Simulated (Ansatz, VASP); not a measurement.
**Two plane-wave programs on Sn**

File INCAR:

```
PREC = Accurate
ENCUT = 520
EDIFF = 1E-6
ISMEAR = 0
SIGMA = 0.15
LREAL = False
LASPH = True
NELM = 80
ALGO = Fast
ISIF = 2
LWAVE = False
LCHARG = False
GGA = PS
NBANDS = 21
```

KPOINTS

```
Automatic mesh
0
Gamma
  20 20 12
```

The input POSCAR:

```
Sn
1.0
   -1.8723950223      1.8723950223      1.8723950223
    1.8723950223     -1.8723950223      1.8723950223
    3.7447900446      3.7447900446      0.0000000000
Sn
2
Direct
    0.0188824146     -0.0188824146      0.0000000000
    0.4811175854      0.5188824146      0.5000000000
```

Input for Ansatz:

```yaml
crystal:
  lattice:
    - [-1.8723950223, 1.8723950223, 1.8723950223]
    - [1.8723950223, -1.8723950223, 1.8723950223]
    - [3.7447900446, 3.7447900446, 0.0]
  atoms:
    - { symbol: Sn, position: [0.0188824146, -0.0188824146, 0.0] }
    - { symbol: Sn, position: [0.4811175854, 0.5188824146, 0.5] }
basis:
  ecutwfc: 420
kpoints:
  mp_grid: { grid: [20, 20, 12] }
hamiltonian:
  xc: pbesol
scf:
  occupations: { method: gaussian, width: 0.15 }
output:
  forces: true
  stress: true
  eigenvalues: true
```

Change from the starting cell: mode 1 (-4.3 1/cm) frozen in, largest displacement +0.100 Å.

Alike in both runs: task single point; functional PBEsol; k mesh 20 × 20 × 12; occupations gaussian, width 0.15 eV; no spin polarisation.

|  | VASP | Ansatz |
| --- | --- | --- |
| version | VASP 6.6.1 | Ansatz 0.2.0 |
| potentials or method | VASP PAW PBE potentials, release 64 (Sn_d), cutoff 520 eV | scalar-relativistic, plane waves, PAW |
| valence electrons in the cell | 28 | 28 |

Ansatz gave:

- gap on the k mesh at the Fermi level (eV): none
- pressure (GPa): -0.3
- traceless stress, the component that is largest in VASP (GPa): -0.08

Estimate VASP's values.

gap on the k mesh at the Fermi level (eV): none; pressure (GPa): -0.4; traceless stress, the component that is largest in VASP (GPa): -0.08.

VASP's potentials were made for PBE, not for PBEsol. A gap of «none» marks a metal or a gap that the smearing closes.
